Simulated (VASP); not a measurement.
Sr3W4: single point with PBE

The system is Sr3W4.

```
CELL_PARAMETERS angstrom
5.84574 0.00000 0.00000
0.00000 5.84574 0.00000
0.00000 0.00000 5.84574
ATOMIC_POSITIONS crystal
Sr 0.50000 0.50000 0.00000
Sr 0.00000 0.50000 0.50000
Sr 0.50000 0.00000 0.50000
W 0.50000 0.50000 0.50000
W 0.50000 0.00000 0.00000
W 0.00000 0.50000 0.00000
W 0.00000 0.00000 0.50000
```

```yaml
Program: VASP 6.6.1
Task: single point
Functional: PBE
Potentials_or_basis: VASP PAW PBE potentials, release 64 (Sr_sv, W_sv)
Cutoff: 500 eV
k_mesh: 4 × 4 × 4
Occupations: gaussian, width 0.1 eV
Spin: no spin polarisation
```

The pressure is 0.7 GPa and the band gap on the k mesh is zero (band 43 reaches 3.89 eV, above the bottom of band 44 at 3.26 eV).

Levels at points of the mesh, in eV from the Fermi level:
```csv
k point,band 41,band 42,band 43,band 44,band 45,band 46
"(0.00, 0.00, 0.00)",-0.61,-0.38,-0.38,-0.38,1.04,1.04
"(0.50, 0.00, 0.00)",-0.65,-0.12,-0.04,-0.04,0.21,0.21
"(0.50, 0.50, 0.00)",-0.12,0.07,0.24,0.24,0.49,0.49
"(0.50, 0.50, 0.50)",0.09,0.25,0.25,0.25,0.91,0.91
```

Run time: 2.2 min on 1 thread of Intel(R) Xeon(R) Platinum 8488C (Sapphire Rapids), on a shared host, peak memory 0.35 GiB.

Caveat: spin-orbit coupling is left out, which moves the levels of the heavy elements.
